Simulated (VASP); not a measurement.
Re: single point with r2SCAN

Re:

```
Re
1.0
     2.75895    0.00000    0.00000
    -1.37948    2.38932    0.00000
     0.00000    0.00000    4.45698
Re
2
Cartesian
  0.0000 1.5929 1.1142
  1.3795 0.7964 3.3427
```

```json
{"Program": "VASP 6.6.1", "Task": "single point", "Functional": "r2SCAN", "Potentials or basis": "VASP PAW PBE potentials, release 64 (Re)", "Cutoff": "520 eV", "k mesh": "13 × 13 × 7", "Occupations": "methfessel-paxton, width 0.1 eV", "Spin": "no spin polarisation"}
```

The pressure is 0.1 GPa. The band gap on the k mesh is zero (band 7 reaches 8.88 eV, above the bottom of band 8 at 6.08 eV).

Stress tensor (GPa, compression positive):
```
 0.23  0.00  0.00
 0.00  0.23  0.00
 0.00  0.00 -0.15
```

Levels at points of the mesh, in eV from the Fermi level:
```tsv
k point	band 3	band 4	band 5	band 6	band 7	band 8	band 9	band 10	band 11	band 12
(0.00, 0.00, 0.00)	-1.60	-1.58	-1.58	-0.72	-0.72	0.27	0.27	0.59	3.57	3.57
```

It took 68 s on 1 thread of Intel(R) Xeon(R) 6975P-C (Granite Rapids), on a shared host, peak memory 0.18 GiB.

Caveat: the PAW data sets were made with another functional, which shifts forces and pressure a little; spin-orbit coupling is left out, which moves the levels of the heavy elements.
